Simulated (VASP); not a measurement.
Set up this calculation in VASP 6.6.1, as the native input.

```
Task                   : single point
Functional             : PBE
Potentials or basis    : VASP PAW PBE potentials, release 64 (Ti_sv, O)
Cutoff                 : 520 eV
k mesh                 : 6 × 6 × 6
Occupations            : gaussian, width 0.05 eV
Spin                   : no spin polarisation
Hubbard terms          : Ti d U = 4.0 eV
Dipole correction      : no
Further INCAR settings : ALGO = Normal; EDIFF = 1e-06; NBANDS = 33
```

The structure of TiO2 lies in POSCAR:

```
TiO2
1.0
    2.6403699524     -2.6404433249     -0.0197025433
    2.6403699524      2.6404433249     -0.0197025433
   -2.6045504488      0.0000000000      4.8027412153
Ti O
2 4
Direct
    0.1250069486      0.8749930514      0.2500000000
    0.8749930514      0.1250069486      0.7500000000
    0.3271550908      0.0771783661      0.6543199035
    0.6728449092      0.9228216339      0.3456800965
    0.9228216339      0.6728449092      0.8456800965
    0.0771783661      0.3271550908      0.1543199035
```

This cell differs from its parent crystal: atoms shifted along a free coordinate.

The input as run:

INCAR

```
SYSTEM = TiO2
PREC = Accurate ; ENCUT = 520
EDIFF = 1E-6 ; ISMEAR = 0
SIGMA = 0.05 ; LREAL = .False.
LASPH = .True. ; NELM = 150
ALGO = Normal ; ISIF = 2
LWAVE = .False. ; LCHARG = .False.
LMAXMIX = 4 ; LDAU = .True.
LDAUTYPE = 2 ; LDAUL = 2 -1
LDAUU = 4 0 ; LDAUJ = 0 0
LDAUPRINT = 1 ; GGA = PE
NBANDS = 33
```

KPOINTS

```
regular mesh
0
Gamma
  6 6 6
  0 0 0
```

Potentials or basis: VASP PAW PBE potentials, release 64 (Ti_sv, O).

Launch:

```sh
$ cat potpaw_PBE.64/Ti_sv/POTCAR potpaw_PBE.64/O/POTCAR > POTCAR
$ mpirun -np 1 vasp_std > vasp.out
```

It gave:

```json
{
  "Pressure": "22.6 GPa",
  "Largest force": "1.163 eV/Å",
  "Band gap on the k mesh": "2.94 eV (least direct gap 3.18 eV)"
}
```

Caveat: the cell differs from its parent crystal (atoms shifted along a free coordinate); the stress differs along the axes, from 20 to 28 GPa; forces of over 1 eV/Å act on the atoms, so gaps and moduli don't describe the material at rest.

Run time: 78 s on 1 thread of AMD EPYC 9R45 96-Core Processor (Zen 5) (shared host), peak memory 0.22 GiB.
